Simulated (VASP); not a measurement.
# Al15CuN15 (a cell with a defect) in VASP: electric field gradients with PBE

Aim: the electric field gradients of Al15CuN15 (a cell with a defect) with PBE.

Program: VASP 6.6.1. These are calculated values, not measurements. Logs are shortened: lines on timing, memory, paths and dates and some standing lists are left out, and cuts for length are marked.

## Step 1: The cell of the first run

The cell holds a defect, 31 atoms: a = 6.260 Å, b = 6.260 Å, c = 10.035 Å, α = 90.00°, β = 90.00°, γ = 120.00°.

## Step 2: Electric field gradients, PBE, collinear spin

INCAR

```
ALGO = Normal
EDIFF = 1E-8
ENCUT = 520
GGA = PE
ISIF = 2
ISMEAR = -1
ISPIN = 2
KPAR = 2
LASPH = True
LCHARG = False
LEFG = True
LMAXMIX = 4
LORBIT = 11
LREAL = Auto
LWAVE = False
MAGMOM = 0.01 0 0 0 0.01 0 0 0 0.01 0 0 0 0 0 0 0.51 0.04 0.01 0.18 0.18 0.02 0.02 0.02 0.18 0.02 0.02 0.02 0.03 0 0.01 0
NBANDS = 90
NCORE = 2
NELECT = 130.0
NELM = 150
NUPDOWN = 2.0
PREC = Accurate
SIGMA = 0.01
```

KPOINTS

```
Automatic mesh
0
Gamma
  2 2 2
  0.5 0.5 0.5
```

POSCAR

```
Al15CuN15
1.0
    6.2595139128      0.0000000578      0.0000000000
   -3.1297570064      5.4208980350      0.0000000000
    0.0000000000      0.0000000000     10.0348065929
Al Cu N
15 1 15
Direct
    0.3322710986      0.1658353391      0.2314665757
    0.3311974675      0.1662254576      0.7510077665
    0.1633376298      0.3339017985      0.9989287010
    0.3375614890      0.6673302583      0.2515517272
    0.1564095337      0.8108508020      0.5054130346
    0.3341980225      0.6671079081      0.7511510365
    0.1637549872      0.8303150463      0.9995380872
    0.8305543645      0.1604112841      0.2515251875
    0.6879417518      0.3413137861      0.5056227581
    0.8301465430      0.1631171488      0.7513592792
    0.6666888920      0.3333979560      0.9997908908
    0.8317115038      0.6657578344      0.2509195924
    0.6666924438      0.8302059016      0.5046272005
    0.8307599896      0.6671047658      0.7529305329
    0.6651766882      0.8321798625      1.0003949386
    0.1590277685      0.3379148933      0.4978919319
    0.1659496066      0.3325376612      0.1917955503
    0.3299484425      0.1668007121      0.9427333450
    0.1652469351      0.3316672599      0.6953850630
    0.3454481841      0.6842531745      0.4395314615
    0.1661919056      0.8292723129      0.1927973422
    0.3304459643      0.6675921309      0.9410455738
    0.1666767893      0.8332120478      0.6905735658
    0.8126752569      0.1509452064      0.4394451987
    0.6687396358      0.3315642896      0.1927260375
    0.8295212883      0.1668516210      0.9411357010
    0.6647124052      0.3313857413      0.6906345393
    0.8324225325      0.6645827830      0.4412040056
    0.6682103273      0.8295186416      0.1895556741
    0.8307322536      0.6663020156      0.9414348589
    0.6665513791      0.8307833035      0.6927162541
```

Potentials or basis: VASP PAW PBE potentials, release 64 (Al, Cu, N).

Launch:

```console
cat potpaw_PBE.64/Al/POTCAR potpaw_PBE.64/Cu/POTCAR potpaw_PBE.64/N/POTCAR > POTCAR
mpirun -np 4 vasp_std > vasp.out
```

OUTCAR:

```text
EDIFF = 1E-8
   ENCUT = 520
   GGA = PE
   ISIF = 2
   ISMEAR = -1
   ISPIN = 2
   LASPH = True
   LORBIT = 11
   LREAL = Auto
   NELECT = 130.0
   NELM = 150
   NUPDOWN = 2.0
   PREC = Accurate

 ion  position               nearest neighbor table
   1  0.332  0.166  0.231-  17 1.85  25 1.86  21 1.87  11 2.95   7 2.95   3 2.96   4 3.13   8 3.13
                            12 3.13  12 3.14   8 3.14   4 3.14   5 3.36   9 3.36
   2  0.331  0.166  0.751-  19 1.88  23 1.90  27 1.91  18 1.92   3 3.08   7 3.09  11 3.09   6 3.13
                            10 3.13   5 3.13  14 3.13   9 3.13  14 3.13  10 3.13   6 3.13
   3  0.163  0.334  0.999-  18 1.89  22 1.90  26 1.90  17 1.94   1 2.96  10 3.07   6 3.07   2 3.08
                             7 3.11  11 3.11   8 3.11   4 3.11  15 3.13  15 3.13  11 3.15   7 3.15
   4  0.338  0.667  0.252-  20 1.89  29 1.90  21 1.90  17 1.91  16 3.05  15 3.08   8 3.09  12 3.10
                             5 3.10  13 3.10   3 3.11   7 3.12   1 3.13   1 3.14  12 3.16   8 3.17
   5  0.156  0.811  0.505-  20 1.84  23 1.86  28 1.87   9 2.94  16 2.97   6 3.02  14 3.05   4 3.10
                            12 3.10  13 3.13   2 3.13  13 3.14   9 3.32   1 3.36
   6  0.334  0.667  0.751-  31 1.89  19 1.90  22 1.91  23 1.91   5 3.02  13 3.06   3 3.07  15 3.08
                             7 3.08  10 3.10  14 3.11   2 3.13   2 3.13  14 3.15  10 3.15
   7  0.164  0.830  1.000-  22 1.88  30 1.90  18 1.91  21 1.94   1 2.95  14 3.06   6 3.08   2 3.09
                            12 3.10   3 3.11  11 3.11   4 3.12  15 3.13  15 3.13  11 3.15   3 3.15
   8  0.831  0.160  0.252-  24 1.89  29 1.90  25 1.90  17 1.91  16 3.05  15 3.08   4 3.09   9 3.10
                            12 3.10  13 3.11   3 3.11  11 3.12   1 3.13   1 3.14  12 3.16   4 3.17
   9  0.688  0.341  0.506-  24 1.84  27 1.86  28 1.87   5 2.94  16 2.96  10 3.02  14 3.05   8 3.10
                            12 3.10  13 3.13   2 3.13  13 3.13   5 3.32   1 3.36
  10  0.830  0.163  0.751-  31 1.90  19 1.90  26 1.90  27 1.91   9 3.02  13 3.06   3 3.07  15 3.08
                            11 3.08   6 3.10  14 3.11   2 3.13   2 3.13  14 3.15   6 3.15
  11  0.667  0.333  1.000-  26 1.88  30 1.90  18 1.91  25 1.94   1 2.95  14 3.07  10 3.08   2 3.09
                            12 3.10   3 3.11   7 3.11   8 3.12  15 3.13  15 3.13   7 3.15   3 3.15
  12  0.832  0.666  0.251-  29 1.88  25 1.90  21 1.90  28 1.91  15 3.09  11 3.10   4 3.10   7 3.10
                             8 3.10   5 3.10   9 3.10  13 3.11   1 3.13   1 3.14   8 3.16   4 3.16
  13  0.667  0.830  0.505-  24 1.86  20 1.86  31 1.89  28 1.91  14 3.06   6 3.06  10 3.06   4 3.10
                             8 3.11  12 3.11   5 3.13   9 3.13   9 3.13   5 3.14
  14  0.831  0.667  0.753-  31 1.88  30 1.89  27 1.92  23 1.93   9 3.05   5 3.05  13 3.06  15 3.06
                             7 3.06  11 3.07  10 3.11   6 3.11   2 3.13   2 3.13   6 3.15  10 3.15
  15  0.665  0.832  0.000-  30 1.89  29 1.90  26 1.91  22 1.91  14 3.06  10 3.08   6 3.08   4 3.08
                             8 3.08  12 3.09   7 3.13  11 3.13   3 3.13   3 3.13  11 3.13   7 3.13
  16  0.159  0.338  0.498-  20 1.97  24 1.97  19 1.98   9 2.96   5 2.97   8 3.05   4 3.05
  17  0.166  0.333  0.192-   1 1.85   4 1.91   8 1.91   3 1.94
  18  0.330  0.167  0.943-   3 1.89   7 1.91  11 1.91   2 1.92
  19  0.165  0.332  0.695-   2 1.88  10 1.90   6 1.90  16 1.98
  20  0.345  0.684  0.440-   5 1.84  13 1.86   4 1.89  16 1.97
  21  0.166  0.829  0.193-   1 1.87   4 1.90  12 1.90   7 1.94
  22  0.330  0.668  0.941-   7 1.88   3 1.90   6 1.91  15 1.91
  23  0.167  0.833  0.691-   5 1.86   2 1.90   6 1.91  14 1.93
  24  0.813  0.151  0.439-   9 1.84  13 1.86   8 1.89  16 1.97
  25  0.669  0.332  0.193-   1 1.86   8 1.90  12 1.90  11 1.94
  26  0.830  0.167  0.941-  11 1.88   3 1.90  10 1.90  15 1.91
  27  0.665  0.331  0.691-   9 1.86   2 1.91  10 1.91  14 1.92
  28  0.832  0.665  0.441-   9 1.87   5 1.87  13 1.91  12 1.91
  29  0.668  0.830  0.190-  12 1.88   4 1.90  15 1.90   8 1.90
  30  0.831  0.666  0.941-  15 1.89  14 1.89   7 1.90  11 1.90
  31  0.667  0.831  0.693-  14 1.88  13 1.89   6 1.89  10 1.90

  LATTYP: Found a hexagonal cell.
 ALAT       =     6.2595139128
 C/A-ratio  =     1.6031287306

  Lattice vectors:

 A1 = (   6.2595139128,   0.0000000578,   0.0000000000)
 A2 = (  -3.1297570064,   5.4208980350,   0.0000000000)
 A3 = (   0.0000000000,   0.0000000000,  10.0348065929)

Analysis of symmetry for initial positions (statically):
=====================================================================
 Subroutine PRICEL returns:
 Original cell was already a primitive cell.

 Routine SETGRP: Setting up the symmetry group for a
 hexagonal supercell.

 Subroutine GETGRP returns: Found  1 space group operations
 (whereof  1 operations were pure point group operations)
 out of a pool of 24 trial point group operations.

The static configuration has the point symmetry C_1 .

Analysis of symmetry for dynamics (positions and initial velocities):
=====================================================================
 Subroutine PRICEL returns:
 Original cell was already a primitive cell.

 Routine SETGRP: Setting up the symmetry group for a
 hexagonal supercell.

 Subroutine GETGRP returns: Found  1 space group operations
[... 214 lines left out ...]
 fundamental gap:     -0.3011827146
 Fermi energy:         7.1292569761

 spin component 1

 k-point     1 :       0.2500    0.2500    0.2500
  band No.  band energies     occupation
      1      -8.7668      1.00000
      2      -8.4112      1.00000
      3      -8.1854      1.00000
      4      -8.0574      1.00000
      5      -7.8740      1.00000
      6      -7.8037      1.00000
[... 949 lines left out ...]
     76      11.8290      0.00000
     77      12.0488      0.00000
 Fermi energy:         6.4903891525

 spin component 2

 k-point     1 :       0.2500    0.2500    0.2500
  band No.  band energies     occupation
      1      -8.7131      1.00000
      2      -8.3635      1.00000
      3      -8.1074      1.00000
      4      -7.9999      1.00000
      5      -7.8311      1.00000
      6      -7.7046      1.00000
[... 949 lines left out ...]
     76      11.9676      0.00000
     77      12.1244      0.00000
 [bands above 77 left out]

------------------------ aborting loop because EDIFF is reached ----------------------------------------

  FORCE on cell =-STRESS in cart. coord.  units (eV):
  Direction    XX          YY          ZZ          XY          YZ          ZX
  --------------------------------------------------------------------------------------
  -------------------------------------------------------------------------------------
  Total       -6.8971649     -6.6437983     -7.1990166      0.0646152     -0.0665658      0.0720758
  in kB      -32.4534098    -31.2612373    -33.8737207      0.3040355     -0.3132140      0.3391400
  external PRESSURE =     -32.5294559 kB  Pullay stress =       0.0000000 kB

 VOLUME and BASIS-vectors are now :
 -----------------------------------------------------------------------------
  energy-cutoff  :      520.00
  volume of cell :      340.50
      direct lattice vectors                 reciprocal lattice vectors
     6.259513913  0.000000058  0.000000000     0.159756813  0.092235641  0.000000000
    -3.129757006  5.420898035  0.000000000    -0.000000002  0.184471279  0.000000000
     0.000000000  0.000000000 10.034806593     0.000000000  0.000000000  0.099653141

 POSITION                                       TOTAL-FORCE (eV/Angst)
 -----------------------------------------------------------------------------------
      1.56083      0.89898      2.32272         0.182423     -0.131850     -0.069441
      1.55289      0.90109      7.53622         0.066589     -0.018167     -0.102994
     -0.02262      1.81005     10.02406        -0.115376      0.070981     -0.174498
      0.02439      3.61753      2.52427         0.029996     -0.008955     -0.166304
     -1.55872      4.39554      5.07172         0.023021      0.158017      0.044263
      0.00403      3.61632      7.53766         0.067646     -0.136617     -0.074657
[... 23 lines left out ...]
      3.11462      3.61196      9.44712         0.184778     -0.099494      0.086144
      1.57214      4.50359      6.95127        -0.148227      0.089993      0.037439
 -----------------------------------------------------------------------------------
    total drift:                               -0.004708      0.004701      0.015906

  FREE ENERGIE OF THE ION-ELECTRON SYSTEM (eV)
  ---------------------------------------------------
  free  energy   TOTEN  =      -228.8900910366 eV

  energy  without entropy=     -228.8898078447  energy(sigma->0) =     -228.88994944

 Electric field gradients (V/A^2)
---------------------------------------------------------------------
 ion       V_xx      V_yy      V_zz      V_xy      V_xz      V_yz
---------------------------------------------------------------------
   1     -35.363   -33.027    68.390     2.056    -1.173     0.743
   2      -5.258    -1.415     6.674     3.666    -0.200    -0.005
   3      -6.116    -5.762    11.878     0.422    -0.782     0.393
   4      -2.968     1.634     1.335    -1.590     1.568    -2.011
   5     -31.637    49.140   -17.503    -2.055     5.643   -26.319
   6      -1.329    -2.347     3.675    -1.919     1.431     0.973
[... 23 lines left out ...]
  30      -0.723     0.047     0.676     0.755     0.625    -0.505
  31       0.601     0.260    -0.861    -0.230    -1.265     0.859
---------------------------------------------------------------------

 Electric field gradients after diagonalization (V/A^2)
 (convention: |V_zz| > |V_xx| > |V_yy|)
----------------------------------------------------------------------
 ion       V_xx      V_yy      V_zz     asymmetry (V_yy - V_xx)/ V_zz
----------------------------------------------------------------------
   1     -36.578   -31.830    68.409       0.069
   2       6.678     0.800    -7.478       0.786
   3      -6.438    -5.482    11.920       0.080
   4      -3.665    -0.531     4.196       0.747
   5     -34.539   -23.902    58.441       0.182
   6       4.091     0.079    -4.171       0.962
[... 23 lines left out ...]
  30       0.990     0.491    -1.480       0.337
  31       1.644     0.152    -1.796       0.831
----------------------------------------------------------------------

           NMR quadrupolar parameters

 Cq : quadrupolar parameter    Cq=e*Q*V_zz/h
 eta: asymmetry parameters     (V_yy - V_xx)/ V_zz
 Q  : nuclear electric quadrupole moment in mb (millibarn)
----------------------------------------------------------------------
 ion       Cq(MHz)       eta       Q (mb)
----------------------------------------------------------------------
   1       0.165       0.069       1.000
   2      -0.018       0.786       1.000
   3       0.029       0.080       1.000
   4       0.010       0.747       1.000
   5       0.141       0.182       1.000
   6      -0.010       0.962       1.000
[... 23 lines left out ...]
  30      -0.004       0.337       1.000
  31      -0.004       0.831       1.000
----------------------------------------------------------------------

 total charge

# of ion       s       p       d       tot
------------------------------------------
    1        0.382   0.408   0.000   0.790
    2        0.362   0.425   0.000   0.787
    3        0.363   0.424   0.000   0.787
    4        0.363   0.426   0.000   0.790
    5        0.381   0.409   0.000   0.790
    6        0.365   0.428   0.000   0.792
[... 23 lines left out ...]
   30        1.223   2.627   0.000   3.850
   31        1.222   2.635   0.000   3.857
--------------------------------------------------
tot         24.326  45.879   9.096  79.301

 magnetization (x)

# of ion       s       p       d       tot
------------------------------------------
    1        0.003   0.016   0.000   0.019
    2        0.001   0.000   0.000   0.001
    3        0.001   0.002   0.000   0.002
    4        0.000   0.001   0.000   0.002
    5        0.007   0.022   0.000   0.029
    6       -0.000   0.001   0.000   0.000
[... 23 lines left out ...]
   30        0.000   0.006   0.000   0.006
   31       -0.000   0.001   0.000   0.000
--------------------------------------------------
tot          0.049   0.735   0.437   1.221
```

It took 11 min on 4 MPI ranks of Intel Xeon Platinum 8124M at 3.00GHz (Skylake/Cascade Lake), shared host; peak memory 0.51 GiB.

What came out:

| Property | Result |
| --- | --- |
| Free energy | -228.8901 eV |
| Largest force | 0.282 eV/Å |
| Net moment | 2.00 μB per cell |
| Site moments | Al +0.02, +0.00, +0.03, -0.00 (each value once); Cu +0.51; N +0.03, +0.01, +0.17, +0.14, +0.02, +0.00 (each value once) μB |
| Largest electric field gradient by atom | Al +68.4, -7.5, +11.9, +4.2, +58.4, -4.2, +12.0, +4.0, +59.4, -4.0, +11.4, -8.0, -7.9, -7.2, -3.4; Cu +61.9; N +8.6, +6.3, +42.9, +34.6, +9.1, +1.7, +8.3, +34.7, +8.9, +1.6, +8.1, +12.5, -3.6, -1.5, -1.8 V/Å² |
| Valence electrons inside the program's atomic spheres | Al 0.79, 0.81 (each value once); Cu 9.92; N 3.83, 3.78, 3.81, 3.84, 3.85, 3.86 (each value once) |

Forces on the atoms (eV/Å):
```
Al   0.182 -0.132 -0.069
Al   0.067 -0.018 -0.103
Al  -0.115  0.071 -0.174
Al   0.030 -0.009 -0.166
Al   0.023  0.158  0.044
Al   0.068 -0.137 -0.075
Al  -0.096  0.078 -0.053
Al   0.064 -0.050 -0.175
Al  -0.149 -0.113  0.046
Al   0.139  0.011 -0.085
Al  -0.112  0.048 -0.105
Al   0.145 -0.059 -0.187
Al   0.022 -0.038  0.087
Al   0.138 -0.087 -0.082
Al  -0.134  0.069 -0.108
Cu   0.180 -0.099  0.194
N   -0.189  0.068  0.182
N    0.195 -0.084  0.151
N   -0.089  0.070  0.210
N   -0.022  0.002 -0.118
N   -0.140  0.135 -0.009
N    0.180 -0.109  0.111
N   -0.136  0.049  0.137
N   -0.012  0.070 -0.123
N   -0.205  0.050  0.005
N    0.191 -0.100  0.121
N   -0.117  0.051  0.146
N    0.010  0.014 -0.050
N   -0.157  0.099  0.124
N    0.185 -0.099  0.086
N   -0.148  0.090  0.037
```

Electric field gradients, principal values (V/Å²):
```
 atom    least   middle  greatest (by size)
 1 Al  -31.830  -36.578              68.409
 2 Al    0.800    6.678              -7.478
 3 Al   -5.482   -6.438              11.920
 4 Al   -0.531   -3.665               4.196
 5 Al  -23.902  -34.539              58.441
 6 Al    0.079    4.091              -4.171
 7 Al   -2.874   -9.110              11.984
 8 Al   -0.422   -3.614               4.036
 9 Al  -24.326  -35.046              59.372
10 Al    0.187    3.837              -4.024
11 Al   -2.540   -8.847              11.387
12 Al    0.848    7.168              -8.016
13 Al    1.842    6.029              -7.872
14 Al    0.450    6.737              -7.188
15 Al    1.127    2.313              -3.440
16 Cu  -25.075  -36.783              61.857
 17 N   -3.799   -4.829               8.628
 18 N   -2.498   -3.807               6.306
 19 N  -20.839  -22.095              42.934
 20 N  -14.309  -20.289              34.598
 21 N   -2.409   -6.727               9.135
 22 N   -0.099   -1.552               1.651
 23 N   -2.945   -5.367               8.312
 24 N  -14.312  -20.393              34.705
 25 N   -2.192   -6.713               8.905
 26 N   -0.070   -1.539               1.609
 27 N   -2.765   -5.327               8.092
 28 N   -2.915   -9.585              12.500
 29 N    1.294    2.312              -3.606
 30 N    0.491    0.990              -1.480
 31 N    0.152    1.644              -1.796
```

Caveat: the k points lie up to 0.58 Å⁻¹ apart; the cell carries a net charge on a neutralising background, which shifts energy and pressure; the cell is charged against a uniform background, so pressure and absolute levels hang on convention; without QUAD_EFG the Cq values of the log hold for a quadrupole moment of 1 mb, not for the nuclei; the total moment is fixed, so each spin has its own Fermi level and the state may be an excited one.
